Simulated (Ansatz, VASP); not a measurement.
**One calculation of GaSb2, two programs**

INCAR

```
SYSTEM = GaSb2
ALGO     = Normal         ! electronic algorithm
EDIFF    = 1E-7           ! SCF threshold, eV
EDIFFG   = -0.01          ! ionic threshold
ENCUT    = 600            ! plane-wave cutoff, eV
GGA      = PE             ! functional
IBRION   = 2              ! ionic algorithm
ISIF     = 3              ! what is computed and relaxed
ISMEAR   = 0              ! smearing method
LASPH    = .TRUE.         ! aspherical terms in the spheres
LCHARG   = .FALSE.        ! write CHGCAR
LREAL    = .FALSE.        ! projectors in reciprocal space
LWAVE    = .FALSE.        ! write WAVECAR
NELM     = 80             ! most SCF steps
NSW      = 100            ! ionic steps
PREC     = Accurate       ! precision mode
SIGMA    = 0.1            ! smearing width, eV
```

Contents of KPOINTS:

```
k-points
0
G
  18 18 6
  0 0 0
```

Contents of POSCAR:

```
GaSb2
1.0
    3.2250229538      0.0000000000      0.0000000000
   -1.6125114769      2.7929518058      0.0000000000
    0.0000000000      0.0000000000      8.7840099827
Ga Sb
1 2
Direct
    0.0000000000      0.0000000000      0.5000000000
    0.0000000000      0.0000000000      0.8287033821
    0.0000000000      0.0000000000      0.1712966179
```

Input for Ansatz:

```yaml
crystal:
  lattice:
    - [3.2250229538, 0.0, 0.0]
    - [-1.6125114769, 2.7929518058, 0.0]
    - [0.0, 0.0, 8.7840099827]
  atoms:
    - { symbol: Ga, position: [0.0, 0.0, 0.5] }
    - { symbol: Sb, position: [0.0, 0.0, 0.8287033821] }
    - { symbol: Sb, position: [0.0, 0.0, 0.1712966179] }
basis:
  ecutwfc: 420
kpoints:
  mp_grid: { grid: [18, 18, 6] }
hamiltonian:
  xc: pbe
scf:
  occupations: { method: gaussian, width: 0.1 }
output:
  forces: true
  stress: true
  eigenvalues: true
relax:
  adjacent_minimum: "off"
  f_tol: 0.01
  max_steps: 80
  cell: { stress_tol: 0.05 }
```

Alike in both runs: task relaxation of cell and atoms; functional PBE; k mesh 18 × 18 × 6; occupations gaussian, width 0.1 eV; no spin polarisation.

```csv
,VASP,Ansatz
version,VASP 6.6.1,Ansatz 0.2.0
potentials or method,"VASP PAW PBE potentials, release 64 (Ga_d, Sb), cutoff 600 eV","scalar-relativistic, plane waves, PAW"
valence electrons in the cell,23,43
```

|  | VASP | Ansatz | Ansatz less VASP |
| --- | --- | --- | --- |
| gap on the k mesh at the Fermi level, each at its own relaxed structure (eV) | none | none | - |
| relaxed volume (Å³/atom) | 26.44 | 26.44 | +0.004 |
| relaxed length of the cell vector where the two differ most in proportion (Å) | 8.957 | 8.939 | -0.0179 |

A gap of «none» marks a metal or a gap that the smearing closes. VASP's potentials hold 23 valence electrons a cell and Ansatz's 43, so a difference there can come from the potentials and not from the codes.

Neither program's run includes spin-orbit coupling.
